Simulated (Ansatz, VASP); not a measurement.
# Two plane-wave programs on Si3N2

```
Si N
1.0
     5.67603   -2.64991    0.00000
     5.67603    2.64991    0.00000
     0.00000    0.00000    4.66997
Si N
6 4
Cartesian
  9.2946 0.9122 1.3028
  2.0574 0.9122 1.3028
  9.2946 -0.9122 3.6378
  2.0574 -0.9122 3.6378
  5.6760 0.6011 3.3062
  5.6760 -0.6011 0.9712
  2.3427 -0.6939 0.6703
  9.0094 -0.6939 0.6703
  2.3427 0.6939 3.0053
  9.0094 0.6939 3.0053
```

Alike in both runs: task relaxation of cell and atoms; functional PBE; k mesh 6 × 6 × 6; no spin polarisation.

```csv
,VASP,Ansatz
version,VASP 6.6.1,Ansatz 0.2.0
potentials or method,"VASP PAW PBE potentials, release 64 (Si, N), cutoff 600 eV","scalar-relativistic, plane waves, PAW"
occupations,"gaussian, width 0.01 eV",fixed
valence electrons in the cell,44,44
```

VASP gave:

| Property | Result |
| --- | --- |
| gap on the k mesh at the Fermi level, each at its own relaxed structure (eV) | 1.16 |
| relaxed volume (Å³/atom) | 14.03 |
| relaxed length of the cell vector where the two differ most in proportion (Å) | 6.259 |

Which values does Ansatz return?

gap on the k mesh at the Fermi level, each at its own relaxed structure (eV): 1.17; relaxed volume (Å³/atom): 14.05; relaxed length of the cell vector where the two differ most in proportion (Å): 6.265.
